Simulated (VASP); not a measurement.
# SiC (P1) in VASP: notebook

Runs on SiC. Level: LDA. Tasks: relaxation of the atoms.

Program: VASP 6.6.1. These are calculated values, not measurements. Logs are shortened: lines on timing, memory, paths and dates and some standing lists are left out, and cuts for length are marked.

## (1) The cell of the first run

The typed cell holds 4 atoms: a = 3.056 Å, b = 3.063 Å, c = 5.016 Å, α = 90.10°, β = 90.29°, γ = 120.21°.

## (2) Relaxation of the atoms, LDA (equal xy, yz and zx engineering shears of -0.5 %)

File INCAR:

```
PREC = Accurate
ENCUT = 520
EDIFF = 1E-6
ISMEAR = 0
SIGMA = 0.01
LREAL = False
LASPH = True
NELM = 100
ALGO = Normal
ISIF = 2
LWAVE = False
LCHARG = False
GGA = CA
IBRION = 2
NSW = 50
EDIFFG = -0.002
```

File KPOINTS:

```
regular mesh
0
Gamma
  8 8 4
```

File POSCAR:

```
SiC
1.0
    3.0563617626     -0.0076409044     -0.0076409044
   -1.5347980986      2.6507073818     -0.0027967651
   -0.0125397836     -0.0125397836      5.0159134482
Si C
2 2
Direct
    0.3333333333      0.6666666667      0.0045956371
    0.6666666667      0.3333333333      0.5045956371
    0.3333333333      0.6666666667      0.3804043629
    0.6666666667      0.3333333333      0.8804043629
```

Potentials or basis: VASP PAW LDA potentials, release 64 (Si, C).

Command:

```sh
cat potpaw_LDA.64/Si/POTCAR potpaw_LDA.64/C/POTCAR > POTCAR
mpirun -np 1 vasp_std > vasp.out
```

OUTCAR:

```text
PREC = Accurate
   ENCUT = 520
   EDIFF = 1E-6
   ISMEAR = 0
   LREAL = False
   LASPH = True
   NELM = 100
   ISIF = 2
   GGA = CA
   IBRION = 2
   NSW = 50
   EDIFFG = -0.002

 ion  position               nearest neighbor table
   1  0.333  0.667  0.005-   4 1.86   4 1.87   4 1.88   3 1.89   2 3.05   2 3.06   2 3.07   2 3.07
                             2 3.07   2 3.07
   2  0.667  0.333  0.505-   3 1.87   3 1.87   3 1.87   4 1.89   1 3.05   1 3.06   1 3.07   1 3.07
                             1 3.07   1 3.07
   3  0.333  0.667  0.380-   2 1.87   2 1.87   2 1.87   1 1.89
   4  0.667  0.333  0.880-   1 1.86   1 1.87   1 1.88   2 1.89

  LATTYP: Found a triclinic cell.
 ALAT       =     3.0497647995
 B/A-ratio  =     1.0021693690
 C/A-ratio  =     1.6446988956
 COS(alpha) =     0.0049936876
 COS(beta)  =     0.0068363024
 COS(gamma) =     0.4967506424

  Lattice vectors:

 A1 = (   1.5215636640,   2.6430664774,  -0.0104376695)
 A2 = (   3.0563617626,  -0.0076409044,  -0.0076409044)
 A3 = (   0.0125397836,   0.0125397836,  -5.0159134482)

Analysis of symmetry for initial positions (statically):
=====================================================================
 Subroutine PRICEL returns:
 Original cell was already a primitive cell.

 Routine SETGRP: Setting up the symmetry group for a
 triclinic supercell.

 Subroutine GETGRP returns: Found  1 space group operations
 (whereof  1 operations were pure point group operations)
 out of a pool of  2 trial point group operations.

The static configuration has the point symmetry C_1 .

Analysis of symmetry for dynamics (positions and initial velocities):
=====================================================================
 Subroutine PRICEL returns:
 Original cell was already a primitive cell.

 Routine SETGRP: Setting up the symmetry group for a
 triclinic supercell.

 Subroutine GETGRP returns: Found  1 space group operations
 (whereof  1 operations were pure point group operations)
 out of a pool of  2 trial point group operations.

The dynamic configuration has the point symmetry C_1 .

 Subroutine INISYM returns: Found  1 space group operations
 (whereof  1 operations are pure point group operations),
 and found     1 'primitive' translations

----------------------------------------------------------------------------------------

                                     Primitive cell

  volume of cell :      40.5772

  direct lattice vectors                    reciprocal lattice vectors
     3.056361763 -0.007640904 -0.007640904     0.327663942  0.189723549  0.001293469
    -1.534798099  2.650707382 -0.002796765     0.000946885  0.377807046  0.000946885
    -0.012539784 -0.012539784  5.015913448     0.000499669  0.000499669  0.199367980

  length of vectors
     3.056380865  3.062982639  5.015944798     0.378629578  0.377809419  0.199369232

  position of ions in fractional coordinates (direct lattice)
     0.333333333  0.666666667  0.004595637
     0.666666667  0.333333333  0.504595637
     0.333333333  0.666666667  0.380404363
     0.666666667  0.333333333  0.880404363

  ion indices of the primitive-cell ions
   primitive index   ion index
                 1           1
                 2           2
                 3           3
                 4           4

----------------------------------------------------------------------------------------

 KPOINTS: regular mesh

Automatic generation of k-mesh.
 Grid dimensions read from file:
 generate k-points for:    8    8    4

 Generating k-lattice:

  Cartesian coordinates                     Fractional coordinates (reciprocal lattice)
     0.040957993  0.023715444  0.000161684     0.125000000  0.000000000  0.000000000
     0.000118361  0.047225881  0.000118361    -0.000000000  0.125000000  0.000000000
     0.000124917  0.000124917  0.049841995     0.000000000  0.000000000  0.250000000

  Length of vectors
     0.047328697  0.047226177  0.049842308

  Shift w.r.t. Gamma in fractional coordinates (k-lattice)
     0.000000000  0.000000000  0.000000000

 Subroutine IBZKPT returns following result:
 ===========================================

 Found    132 irreducible k-points:

 Following reciprocal coordinates:
            Coordinates               Weight
  0.000000  0.000000  0.000000      1.000000
  0.125000 -0.000000  0.000000      2.000000
  0.250000 -0.000000  0.000000      2.000000
  0.375000 -0.000000  0.000000      2.000000
  0.500000 -0.000000  0.000000      1.000000
 -0.000000  0.125000  0.000000      2.000000
[... 16 lines left out ...]
  0.125000  0.375000  0.000000      2.000000
  0.250000  0.375000  0.000000      2.000000
 [... further k-points ...]
   k-points           NKPTS =    132   k-points in BZ     NKDIM =    132   number of bands    NBANDS=     12
   number of dos      NEDOS =    301   number of ions     NIONS =      4
   total plane-waves  NPLWV =  23040
   dimension x,y,z NGX =    24 NGY =   24 NGZ =   40
   dimension x,y,z NGXF=    48 NGYF=   48 NGZF=   80
   ions per type =               2   2
   NGX,Y,Z   is equivalent  to a cutoff of  13.05, 13.03, 13.26 a.u.
   NGXF,Y,Z  is equivalent  to a cutoff of  26.11, 26.05, 26.51 a.u.
 SYSTEM =  unknown system
   PREC   = accura    normal or accurate (medium, high low for compatibility)
   ISTART =      0    job   : 0-new  1-cont  2-samecut
   ICHARG =      2    charge: 1-file 2-atom 10-const
   ISPIN  =      1    spin polarized calculation?
   LNONCOLLINEAR =      F non collinear calculations
   LSORBIT =      F    spin-orbit coupling
   LASPH  =      T    aspherical Exc in radial PAW
   ENCUT  =  520.0 eV  38.22 Ry    6.18 a.u.   5.68  5.70  9.33*2*pi/ulx,y,z
   NELM   =    100;   NELMIN=  2; NELMDL= -5     # of ELM steps
   EDIFF  = 0.1E-05   stopping-criterion for ELM
   LREAL  =      F    real-space projection
   EDIFFG = -.2E-02   stopping-criterion for IOM
   NSW    =     50    number of steps for IOM
   IBRION =      2    ionic relax: 0-MD 1-quasi-New 2-CG
   NFREE  =      1    steps in history (QN), initial steepest desc. (CG)
   ISIF   =      2    stress and relaxation
   ISYM   =      2    0-nonsym 1-usesym 2-fastsym
   POTIM  = 0.5000    time-step for ionic-motion
   TEBEG  =    0.0;   TEEND  =   0.0 temperature during run
   PSTRESS=    0.0 pullay stress
   NELECT =      16.0000    total number of electrons
   NUPDOWN=      -1.0000    fix difference up-down
   EMIN   =  10.00;   EMAX   =-10.00  energy-range for DOS
   EFERMI =   0.00;   METHOD = LEGACY
   ISMEAR =     0;   SIGMA  =   0.01  broadening in eV -4-tet -1-fermi 0-gaus
   EFERMI_NEDOS =   21; number of points for ismear=-14 and -15
   IALGO  =     38    algorithm
   IMIX   =      4    mixing-type and parameters
     AMIX     =   0.40;   BMIX     =  1.00
     AMIX_MAG =   1.60;   BMIX_MAG =  1.00
  volume/ion in A,a.u.               =      10.14        68.46
  Fermi-wavevector in a.u.,A,eV,Ry     =   1.200478  2.268574 19.607996  1.441147
  Thomas-Fermi vector in A             =   2.336313
   LORBIT       =      0    0 simple, 1 ext, 2 COOP (PROOUT), +10 PAW based schemes
   GGA     = CA    functional components
   LHFCALC =     F    Hartree Fock is set to
   AEXX    =    0.0000 exact exchange contribution
   IVDW    =     0    specifies the selected vdW correction
   LEPSILON=     F    determine dielectric tensor
   LRPA    =     F    only Hartree local field effects (RPA)
 conjugate gradient relaxation of ions
 non-spin polarized calculation
 Gauss-broadening in eV      SIGMA  =   0.01
  energy-cutoff  :      520.00
  volume of cell :       40.58
 maximum number of plane-waves:      1103
   NGX = 11   NGY = 11   NGZ = 19

--------------------------------------- Ionic step        1  -------------------------------------------

 number of electron      15.9999998 magnetization

 Free energy of the ion-electron system (eV)
  ---------------------------------------------------
  ext. energy  EPLUGINS =         0.00000000
  ---------------------------------------------------
  free energy    TOTEN  =       -33.27338351 eV

  energy without entropy =      -33.27338351  energy(sigma->0) =      -33.27338351

------------------------ aborting loop because EDIFF is reached ----------------------------------------

  FORCE on cell =-STRESS in cart. coord.  units (eV):
  Direction    XX          YY          ZZ          XY          YZ          ZX
  --------------------------------------------------------------------------------------
  -------------------------------------------------------------------------------------
  Total        0.1089311      0.1093428      0.1045438      0.3073168      0.2147727      0.2148132
  in kB        4.3011083      4.3173629      4.1278769     12.1343031      8.4802287      8.4818288
  external PRESSURE =       4.2487827 kB  Pullay stress =       0.0000000 kB
[... 95 lines left out ...]
  FREE ENERGIE OF THE ION-ELECTRON SYSTEM (eV)
  ---------------------------------------------------
  free  energy   TOTEN  =       -33.2735995965 eV

  energy  without entropy=      -33.2735995965  energy(sigma->0) =      -33.27359960

[... ionic steps 4 to 7 ...]

--------------------------------------- Ionic step        8  -------------------------------------------

 number of electron      15.9999998 magnetization

------------------------ aborting loop because EDIFF is reached ----------------------------------------
[... 71 lines left out ...]
--------------------------------------- Ionic step       10  -------------------------------------------

 number of electron      15.9999998 magnetization

 Free energy of the ion-electron system (eV)
  ---------------------------------------------------
  ext. energy  EPLUGINS =         0.00000000
  ---------------------------------------------------
  free energy    TOTEN  =       -33.27360848 eV

  energy without entropy =      -33.27360848  energy(sigma->0) =      -33.27360848

 E-fermi :   8.5283     XC(G=0): -11.6329

 val. band max:        8.4628067720   @ k =   0.0000   0.0000   0.0000
 cond. band min:      10.8042972578   @ k =   0.3750   0.2500   0.0000
 fundamental gap:      2.3414904858
 Fermi energy:         8.5282749760

 k-point     1 :       0.0000    0.0000    0.0000
  band No.  band energies     occupation
      1      -7.1983      2.00000
      2      -3.5083      2.00000
      3      -0.3928      2.00000
      4       7.0803      2.00000
      5       7.1393      2.00000
      6       8.3151      2.00000
      7       8.4128      2.00000
      8       8.4628      2.00000
      9      13.3574      0.00000
     10      14.8539      0.00000
     11      15.0651      0.00000
     12      15.1435      0.00000
[... 331 lines left out ...]
 k-point    24 :       0.2500    0.3750    0.0000
  band No.  band energies     occupation
      1      -3.0574      2.00000
      2      -2.2303      2.00000
      3       1.3670      2.00000
      4       2.2726      2.00000
      5       2.4289      2.00000
      6       3.8086      2.00000
      7       4.7791      2.00000
      8       4.9364      2.00000
      9      10.8136      0.00000
     10      15.4535      0.00000
     11      16.7369      0.00000
     12      17.7878      0.00000

 [... further k-points ...]

------------------------ aborting loop because EDIFF is reached ----------------------------------------

  FORCE on cell =-STRESS in cart. coord.  units (eV):
  Direction    XX          YY          ZZ          XY          YZ          ZX
  --------------------------------------------------------------------------------------
  -------------------------------------------------------------------------------------
  Total        0.1063389      0.1086271      0.1021289      0.2567405      0.1947083      0.1947306
  in kB        4.1987549      4.2891064      4.0325257     10.1373148      7.6879942      7.6888726
  external PRESSURE =       4.1734623 kB  Pullay stress =       0.0000000 kB
[... 19 lines left out ...]
  FREE ENERGIE OF THE ION-ELECTRON SYSTEM (eV)
  ---------------------------------------------------
  free  energy   TOTEN  =       -33.2736084769 eV

  energy  without entropy=      -33.2736084769  energy(sigma->0) =      -33.27360848

 reached required accuracy - stopping structural energy minimisation
```

Wall time 64 s (1 thread of Intel Xeon 6975P-C (Granite Rapids), shared host); peak memory 0.18 GiB.

Results:

| Property | Result |
| --- | --- |
| Free energy | -33.2736 eV |
| Energy gained by relaxing | 0.1 meV/atom |
| Ionic steps | 10 |
| Pressure after relaxing | 0.4 GPa |
| Band gap on the k mesh | 2.34 eV (least direct gap 3.89 eV) |

Step by step:
```
step  energy change (eV)  largest force (eV/Å)  pressure (GPa)
   1              0.0000                0.0879            0.42
   2             -0.0001                0.0752            0.41
   3             -0.0002                0.0089            0.42
   4             -0.0002                0.0086            0.42
   5             -0.0002                0.0061            0.42
   6             -0.0002                0.0093            0.42
   7             -0.0002                0.0067            0.42
   8             -0.0002                0.0029            0.42
   9             -0.0002                0.0028            0.42
  10             -0.0002                0.0008            0.42
```

Final structure:
```yaml
crystal:
  lattice:
    - [3.05636, -0.00764, -0.00764]
    - [-1.53480, 2.65071, -0.00280]
    - [-0.01254, -0.01254, 5.01591]
  atoms:
    - { symbol: Si, position: [0.33383, 0.66697, 0.00459] }
    - { symbol: Si, position: [0.66699, 0.33363, 0.50459] }
    - { symbol: C, position: [0.33368, 0.66637, 0.38041] }
    - { symbol: C, position: [0.66550, 0.33303, 0.88041] }
```

Levels at points of the mesh, in eV from the valence-band top:
```
           k point  band 6  band 7  band 8  band 9  band 10  band 11
(0.00, 0.00, 0.00)   -0.15   -0.05    0.00    4.89     6.39     6.60
(0.50, 0.00, 0.00)   -3.44   -3.38   -1.27    2.62     4.11     6.87
(0.00, 0.50, 0.00)   -3.41   -3.38   -1.23    2.68     4.13     6.89
(0.50, 0.50, 0.00)   -3.41   -3.35   -1.19    2.74     4.16     6.93
(0.00, 0.00, 0.50)   -0.76   -0.72   -0.71    5.96     5.97     7.27
(0.50, 0.00, 0.50)   -2.54   -2.42   -2.32    3.18     3.23     5.12
(0.00, 0.50, 0.50)   -2.50   -2.41   -2.34    3.21     3.24     5.16
(0.50, 0.50, 0.50)   -2.46   -2.39   -2.36    3.24     3.26     5.21
```

Caveat: the cell differs from its parent crystal (equal xy, yz and zx engineering shears of -0.5 %). A k mesh can miss the band edges.

## (3) Relaxation of the atoms, LDA (equal xy, yz and zx engineering shears of +0.5 %)

File INCAR:

```
PREC = Accurate ; ENCUT = 520
EDIFF = 1E-6 ; ISMEAR = 0
SIGMA = 0.01 ; LREAL = F
LASPH = T ; NELM = 100
ALGO = Normal ; ISIF = 2
LWAVE = F ; LCHARG = F
GGA = CA ; IBRION = 2
NSW = 50 ; EDIFFG = -0.002
```

KPOINTS is that of step 2.

File POSCAR:

```
SiC
1.0
    3.0563617626      0.0076409044      0.0076409044
   -1.5215636640      2.6430664774      0.0027967651
    0.0125397836      0.0125397836      5.0159134482
Si C
2 2
Direct
    0.3333333333      0.6666666667      0.0045956371
    0.6666666667      0.3333333333      0.5045956371
    0.3333333333      0.6666666667      0.3804043629
    0.6666666667      0.3333333333      0.8804043629
```

Potentials or basis: VASP PAW LDA potentials, release 64 (Si, C).

Command:

```sh
cat potpaw_LDA.64/Si/POTCAR potpaw_LDA.64/C/POTCAR > POTCAR
mpirun -np 1 vasp_std > vasp.out
```

Run time: 60 s. Hardware: 1 thread of Intel Xeon 6975P-C (Granite Rapids), shared host; peak memory 0.17 GiB.

The run converged. Its results:

| Item | Value |
| --- | --- |
| Free energy | -33.2736 eV |
| Energy gained by relaxing | 0.1 meV/atom |
| Ionic steps | 8 |
| Pressure after relaxing | 0.4 GPa |
| Band gap on the k mesh | 2.35 eV (least direct gap 3.89 eV) |

Stress tensor (GPa, compression positive):
```
 0.42 -1.03 -0.78
-1.03  0.43 -0.78
-0.78 -0.78  0.40
```

The path:
| step | energy change (eV) | largest force (eV/Å) | pressure (GPa) |
| --- | --- | --- | --- |
| 1 | 0.0000 | 0.0839 | 0.42 |
| 2 | -0.0001 | 0.0694 | 0.41 |
| 3 | -0.0002 | 0.0080 | 0.42 |
| 4 | -0.0002 | 0.0078 | 0.42 |
| 5 | -0.0002 | 0.0054 | 0.42 |
| 6 | -0.0002 | 0.0089 | 0.42 |
| 7 | -0.0002 | 0.0068 | 0.42 |
| 8 | -0.0002 | 0.0017 | 0.42 |

Final structure:
```
Si C
1.0
     3.05636    0.00764    0.00764
    -1.52156    2.64307    0.00280
     0.01254    0.01254    5.01591
Si C
2 2
Direct
  0.33285 0.66639 0.00459
  0.66638 0.33305 0.50459
  0.33298 0.66695 0.38041
  0.66778 0.33361 0.88041
```

Levels at points of the mesh, in eV from the valence-band top:
```tsv
k point	band 5	band 6	band 7	band 8	band 9	band 10	band 11	band 12
(0.00, 0.00, 0.00)	-1.32	-0.14	-0.04	0.00	4.90	6.40	6.61	6.68
(0.50, 0.00, 0.00)	-5.54	-3.40	-3.34	-1.19	2.74	4.16	6.98	7.14
(0.00, 0.50, 0.00)	-5.53	-3.40	-3.38	-1.22	2.69	4.14	6.90	7.12
(0.50, 0.50, 0.00)	-5.52	-3.43	-3.38	-1.26	2.63	4.11	6.82	7.09
(0.00, 0.00, 0.50)	-0.78	-0.76	-0.72	-0.70	5.97	5.97	7.27	7.30
(0.50, 0.00, 0.50)	-2.46	-2.45	-2.42	-2.32	3.23	3.28	5.16	5.30
(0.00, 0.50, 0.50)	-2.50	-2.49	-2.41	-2.33	3.21	3.25	5.16	5.26
(0.50, 0.50, 0.50)	-2.54	-2.54	-2.38	-2.35	3.20	3.21	5.18	5.22
```

Caveat: the cell differs from its parent crystal (equal xy, yz and zx engineering shears of +0.5 %).
